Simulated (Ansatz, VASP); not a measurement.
# Two plane-wave programs on Sn5Ge

```
Sn Ge
1.0
     2.36949   -7.10848    0.00000
     2.36949    7.10848    0.00000
     0.00000    0.00000    4.73899
Sn Ge
5 1
Direct
  0.66667 0.33333 0.00000
  0.16667 0.83333 0.50000
  0.33333 0.66667 0.00000
  0.50000 0.50000 0.50000
  0.83333 0.16667 0.50000
  0.00000 0.00000 0.00000
```

Alike in both runs: task single point; functional PBE; k mesh 4 × 4 × 4; occupations gaussian, width 0.1 eV; no spin polarisation.

```csv
,VASP,Ansatz
version,VASP 6.6.1,Ansatz 0.2.0
potentials or method,"VASP PAW PBE potentials, release 64 (Sn_d, Ge_d), cutoff 520 eV","scalar-relativistic, plane waves, PAW"
valence electrons in the cell,84,84
```

```csv
,VASP,Ansatz,Ansatz less VASP
gap on the k mesh at the Fermi level (eV),none,none,-
pressure (GPa),0.1,0.1,+0.01
"traceless stress, the component that is largest in VASP (GPa)",0.82,0.82,0.000
rms of the force components (eV/Å),0.110,0.110,+0.0003
```

Atom by atom the forces differ by 0.000 eV/Å (rms over components). A gap of «none» marks a metal or a gap that the smearing closes. The functional is the same, so the differences come from potentials, cutoffs and numerics.
